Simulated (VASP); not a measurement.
Mo: relaxation of shape and atoms at fixed volume with PBE

Crystal: Mo.

```
CELL_PARAMETERS angstrom
2.51863 0.00000 0.00000
-1.25931 2.18119 0.00000
0.00000 0.00000 2.29331
ATOMIC_POSITIONS crystal
Mo 0.00000 0.00000 0.00000
```

This isn't the form of Mo at room conditions, which is bcc.

```yaml
Program: VASP 6.6.1
Task: relaxation of shape and atoms at fixed volume
Functional: PBE
Potentials_or_basis: VASP PAW PBE potentials, release 64 (Mo_sv)
Cutoff: 600 eV
k_mesh: 18 × 18 × 16
Occupations: fermi-dirac, width 0.08 eV
Spin: no spin polarisation
Dipole_correction: no
Further_INCAR_settings: ALGO = Normal; EDIFF = 1e-06; IBRION = 2; EDIFFG = -0.005; NSW = 50; ISIF = 4
```

```
Energy gained by relaxing : 0.4 meV/atom
Ionic steps               : 4
Pressure after relaxing   : 109.1 GPa
Band gap on the k mesh    : zero (bands 7 and 8 overlap by 3.20 eV)
```

Step by step:
```tsv
step	energy change (eV)	largest force (eV/Å)	pressure (GPa)	volume (Å³)
1	0.0000	0.0000	109.20	12.60
2	0.0011	0.0000	108.94	12.60
3	-0.0004	0.0000	109.10	12.60
4	-0.0004	0.0000	109.11	12.60
```

Final structure:
```
Mo
1.0
     2.51478    0.00000    0.00000
    -1.25739    2.17787    0.00000
     0.00000    0.00000    2.30033
Mo
1
Direct
  0.00000 0.00000 0.00000
```

Levels at points of the mesh, in eV from the Fermi level:
| k point | band 5 | band 6 | band 7 | band 8 | band 9 | band 10 |
| --- | --- | --- | --- | --- | --- | --- |
| (0.00, 0.00, 0.00) | -7.40 | -6.01 | -1.52 | -1.52 | 6.13 | 6.13 |
| (0.50, 0.00, 0.00) | -6.75 | -3.98 | 1.58 | 2.09 | 5.14 | 6.14 |
| (0.00, 0.00, 0.50) | -3.91 | -0.17 | -0.17 | 0.72 | 0.72 | 0.72 |
| (0.50, 0.00, 0.50) | -7.78 | -4.53 | -1.13 | 6.78 | 7.33 | 9.00 |

Wall time 2.9 min on 1 thread of Intel Xeon 8259CL (shared host), peak memory 0.17 GiB.
